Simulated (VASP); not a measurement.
# W (P6_3/mmc) in VASP: a series of runs, part 2 of 3

VASP 6.6.1. Earlier steps stand in the parts before.

## 3. Relaxation of cell and atoms, PBE, target pressure 430 GPa, at which the enthalpy is minimised

INCAR

```
  PREC = Accurate
  ENCUT = 600
  EDIFF = 1E-7
  ISMEAR = -1
  SIGMA = 0.05
  LREAL = False
  LASPH = True
  NELM = 60
  ALGO = Normal
  ISIF = 3
  LWAVE = False
  LCHARG = False
  GGA = PE
  IBRION = 2
  NSW = 32
  EDIFFG = -0.005
  PSTRESS = 4300.0
```

KPOINTS

```
Automatic mesh
0
Gamma
  18 18 10
```

POSCAR

```
W
1.0
    2.4060028881      0.0000000000      0.0000000000
   -1.2030014441      2.0836596227      0.0000000000
    0.0000000000      0.0000000000      3.8153738484
W
2
Direct
    0.3333333333      0.6666666667      0.2500000000
    0.6666666667      0.3333333333      0.7500000000
```

Potentials or basis: VASP PAW PBE potentials, release 64 (W_sv).

The run is started by

```bash
$ cat potpaw_PBE.64/W_sv/POTCAR > POTCAR
$ mpirun -np 1 vasp_std > vasp.out
```

OUTCAR:

```text
PREC = Accurate
   ENCUT = 600
   EDIFF = 1E-7
   ISMEAR = -1
   LREAL = False
   LASPH = True
   NELM = 60
   ISIF = 3
   GGA = PE
   IBRION = 2
   NSW = 32
   EDIFFG = -0.005
   PSTRESS = 4300.0

 ion  position               nearest neighbor table
   1  0.333  0.667  0.250-   2 2.36   2 2.36   2 2.36   2 2.36   2 2.36   2 2.36   2 3.37   2 3.37
                             2 3.37   2 3.37   2 3.37   2 3.37
   2  0.667  0.333  0.750-   1 2.36   1 2.36   1 2.36   1 2.36   1 2.36   1 2.36   1 3.37   1 3.37
                             1 3.37   1 3.37   1 3.37   1 3.37

  LATTYP: Found a hexagonal cell.
 ALAT       =     2.4060028881
 C/A-ratio  =     1.5857727633

  Lattice vectors:

 A1 = (   2.4060028881,   0.0000000000,   0.0000000000)
 A2 = (  -1.2030014441,   2.0836596227,   0.0000000000)
 A3 = (   0.0000000000,   0.0000000000,   3.8153738484)

Analysis of symmetry for initial positions (statically):
=====================================================================
 Subroutine PRICEL returns:
 Original cell was already a primitive cell.

 Routine SETGRP: Setting up the symmetry group for a
 hexagonal supercell.
[... 173 lines left out ...]

  FORCE on cell =-STRESS in cart. coord.  units (eV):
  Direction    XX          YY          ZZ          XY          YZ          ZX
  --------------------------------------------------------------------------------------
  -------------------------------------------------------------------------------------
  Total       53.1957037     53.1957037     53.4262925     -0.0000000     -0.0000000      0.0000000
  in kB     4455.8146994   4455.8146995   4475.1294366     -0.0000001     -0.0000000      0.0000000
  external PRESSURE =     162.2529452 kB  Pullay stress =    4300.0000000 kB
[... 291 lines left out ...]
--------------------------------------- Ionic step        9  -------------------------------------------

 number of electron      28.0000001 magnetization

 Free energy of the ion-electron system (eV)
  ---------------------------------------------------
  ext. energy  EPLUGINS =         0.00000000
  ---------------------------------------------------
  free energy    TOTEN  =       -13.09699112 eV

  energy without entropy =      -13.08593240  energy(sigma->0) =      -13.09146176

 E-fermi :  19.8002     XC(G=0): -16.6660

 val. band max:       19.7971714203   @ k =   0.3889   0.0000   0.4000
 cond. band min:      19.8016742060   @ k =   0.1667   0.1667   0.2000
 fundamental gap:      0.0045027857
 Fermi energy:        19.8002368042

 k-point     1 :       0.0000    0.0000    0.0000
  band No.  band energies     occupation
      1     -54.3394      2.00000
      2     -53.2939      2.00000
      3     -21.6238      2.00000
      4     -16.7889      2.00000
      5     -16.7889      2.00000
      6     -15.9911      2.00000
[... 481 lines left out ...]
      5     -19.2531      2.00000
      6     -18.3146      2.00000
[... 10 lines left out ...]
     17      28.0081      0.00000
     18      29.3250      0.00000

 [... further k-points ...]

------------------------ aborting loop because EDIFF is reached ----------------------------------------

  FORCE on cell =-STRESS in cart. coord.  units (eV):
  Direction    XX          YY          ZZ          XY          YZ          ZX
  --------------------------------------------------------------------------------------
  -------------------------------------------------------------------------------------
  Total       51.8254695     51.8254695     51.8252388     -0.0000000     -0.0000000      0.0000000
  in kB     4299.9780197   4299.9780200   4299.9588778     -0.0000003     -0.0000000      0.0000000
  external PRESSURE =      -0.0283608 kB  Pullay stress =    4300.0000000 kB
[... 21 lines left out ...]
  energy  without entropy=      -13.0859324012  energy(sigma->0) =      -13.09146176

  enthalpy is  TOTEN    =        38.7287433382 eV   P V=       51.8257344608

 reached required accuracy - stopping structural energy minimisation
```

It took 9.1 min on 1 thread of Intel Xeon 8259CL, shared host; peak memory 0.21 GiB.

What came out:

```yaml
Free_energy: -13.0970 eV
Relaxed_volume: 9.66 Å³/atom
Relaxed_cell: a = 2.411 Å, b = 2.411 Å, c = 3.835 Å, α = 90.00°, β = 90.00°, γ = 120.00°
Space_group_after_relaxing_to_0.1_Å: P6_3/mmc (No. 194)
Energy_change_on_relaxing_the_run_minimises_the_enthalpy: -249.8 meV/atom
Ionic_steps: 9
Pressure_after_relaxing: 430.0 GPa
Band_gap_on_the_k_mesh: zero (bands 14 and 15 overlap by 4.93 eV)
```

The path:
| step | energy change (eV) | largest force (eV/Å) | pressure (GPa) | volume (Å³) |
| --- | --- | --- | --- | --- |
| 1 | 0.0000 | 0.0000 | 446.23 | 19.13 |
| 2 | -5.9709 | 0.0000 | 253.12 | 21.94 |
| 3 | -0.5417 | 0.0000 | 428.62 | 19.33 |
| 4 | -0.5010 | 0.0000 | 429.93 | 19.31 |
| 5 | -0.4911 | 0.0000 | 430.25 | 19.31 |
| 6 | -0.4911 | 0.0000 | 430.30 | 19.31 |
| 7 | -0.4913 | 0.0000 | 430.28 | 19.31 |
| 8 | -0.5848 | 0.0000 | 427.24 | 19.34 |
| 9 | -0.4996 | 0.0000 | 430.00 | 19.31 |

Final structure:
```cif
data_structure
_symmetry_space_group_name_H-M 'P 1'
_symmetry_Int_Tables_number 1
_cell_length_a 2.4114
_cell_length_b 2.4114
_cell_length_c 3.8345
_cell_angle_alpha 90.000
_cell_angle_beta 90.000
_cell_angle_gamma 120.000
_cell_volume 19.31
loop_
_atom_site_label
_atom_site_type_symbol
_atom_site_fract_x
_atom_site_fract_y
_atom_site_fract_z
_atom_site_occupancy
W1 W 0.33333 0.66667 0.25000 1
W2 W 0.66667 0.33333 0.75000 1
```

Caveat: the cell is relaxed towards a set pressure, so the run minimises the enthalpy, not the energy; spin-orbit coupling is left out, which moves the levels of the heavy elements.

## 4. Relaxation of cell and atoms, PBE, target pressure 430 GPa, at which the enthalpy is minimised

This run uses another cell than the first one, of 9.58 Å³/atom.

INCAR

```
SYSTEM = W
PREC     = Accurate       ! precision mode
ENCUT    = 600            ! plane-wave cutoff, eV
EDIFF    = 1E-6           ! SCF threshold, eV
ISMEAR   = -1             ! smearing method
SIGMA    = 0.05           ! smearing width, eV
LREAL    = .False.        ! projectors in reciprocal space
LASPH    = .True.         ! aspherical terms in the spheres
NELM     = 100            ! most SCF steps
ALGO     = Normal         ! electronic algorithm
ISIF     = 3              ! what is computed and relaxed
LWAVE    = .False.        ! write WAVECAR
LCHARG   = .False.        ! write CHGCAR
GGA      = PE             ! functional
IBRION   = 2              ! ionic algorithm
NSW      = 60             ! ionic steps
EDIFFG   = -0.005         ! ionic threshold
PSTRESS  = 4300.0
```

KPOINTS

```
Automatic mesh
0
Gamma
  18 18 10
  0 0 0
```

POSCAR

```
W
1.0
    2.3899895534      0.0000000000      0.0000000000
   -1.1949947767      2.0697916681      0.0000000000
    0.0000000000      0.0000000000      3.8717830766
W
2
Direct
    0.3333333333      0.6666666667      0.2500000000
    0.6666666667      0.3333333333      0.7500000000
```

The run is started by

```bash
$ cat potpaw_PBE.64/W_sv/POTCAR > POTCAR
$ mpirun -np 1 vasp_std > vasp.out
```

Wall time 8.4 min (1 thread of Intel Xeon 8259CL, shared host); peak memory 0.22 GiB.

It converged, with:

```
Free energy                                                : -13.0978 eV
Relaxed volume                                             : 9.66 Å³/atom
Relaxed cell                                               : a = 2.411 Å, b = 2.411 Å, c = 3.835 Å, α = 90.00°, β = 90.00°, γ = 120.00°
Space group after relaxing (to 0.1 Å)                      : P6_3/mmc (No. 194)
Energy change on relaxing (the run minimises the enthalpy) : -220.6 meV/atom
Ionic steps                                                : 10
Pressure after relaxing                                    : 430.0 GPa
Band gap on the k mesh                                     : zero (bands 14 and 15 overlap by 4.93 eV)
```

Stress tensor (GPa, compression positive):
```
430.01   0.00   0.00
  0.00 430.01   0.00
  0.00   0.00 429.92
```

The path:
```tsv
step	energy change (eV)	largest force (eV/Å)	pressure (GPa)	volume (Å³)
1	0.0000	0.0000	444.37	19.15
2	-5.3898	0.0000	269.66	21.62
3	-0.5716	0.0000	425.89	19.36
4	-0.5281	0.0000	427.28	19.35
5	-0.2957	0.0000	434.75	19.26
6	-0.4336	0.0000	430.23	19.31
7	-0.4357	0.0000	430.16	19.31
8	-0.4886	0.0000	428.44	19.33
9	-0.4414	0.0000	429.97	19.31
10	-0.4412	0.0000	429.98	19.31
```

Final structure:
```
W
1.0
     2.41133    0.00000    0.00000
    -1.20566    2.08827    0.00000
     0.00000    0.00000    3.83488
W
2
Direct
  0.33333 0.66667 0.25000
  0.66667 0.33333 0.75000
```

Levels at points of the mesh, in eV from the Fermi level:
```tsv
k point	band 12	band 13	band 14	band 15	band 16	band 17
(0.00, 0.00, 0.00)	-2.37	-1.84	-0.50	-0.50	0.98	0.98
(0.50, 0.00, 0.00)	-3.15	-0.28	0.51	0.87	8.83	10.12
(0.00, 0.00, 0.50)	-2.60	-2.60	-2.60	-1.91	-1.91	6.13
(0.50, 0.00, 0.50)	-6.66	1.50	1.50	4.28	4.28	9.56
```

Caveat: the cell is relaxed towards a set pressure, so the run minimises the enthalpy, not the energy; spin-orbit coupling is left out, which moves the levels of the heavy elements.

[end of part 2 of 3]
